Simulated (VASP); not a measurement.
Input of a VASP 6.6.1 run:

INCAR

```
ALGO = Normal
DIPOL = 0.5 0.5 0.500
EDIFF = 1E-6
ENCUT = 520
GGA = PE
IDIPOL = 3
ISIF = 2
ISMEAR = 0
IVDW = 12
LASPH = True
LCHARG = False
LDIPOL = True
LREAL = False
LWAVE = False
NBANDS = 20
NELM = 100
PREC = Accurate
SIGMA = 0.02
```

File KPOINTS:

```
k-points
0
Gamma
  9 9 1
```

File POSCAR:

```
Te2Mo
1.0
    3.7840000000      0.0000000000      0.0000000000
   -1.8920000000      3.2770401279      0.0000000000
    0.0000000000      0.0000000000     33.2698832047
Te Mo
2 1
Direct
    0.3333333333      0.6666666667      0.4434924376
    0.3333333333      0.6666666667      0.5565075624
    0.6666666667      0.3333333333      0.5000000000
```

Potentials or basis: VASP PAW PBE potentials, release 64 (Te, Mo_sv).

The run is started by

```sh
$ cat potpaw_PBE.64/Te/POTCAR potpaw_PBE.64/Mo_sv/POTCAR > POTCAR
$ mpirun -np 1 vasp_std > vasp.out
```

Problem. Predict the dispersion energy per atom.

Solution. -0.388 eV.

Problem. What does it give for the band gap on the k mesh?

Solution. 0.78 eV, direct.

Problem. What does it give for the largest force?

Solution. 1.686 eV/Å.

Forces in eV/Å, atoms in the order of the input:
```
Te   0.000  0.000  1.686
Te   0.000  0.000 -1.686
Mo   0.000  0.000  0.000
```

Caveat: spin-orbit coupling is left out, which moves the levels of the heavy elements.
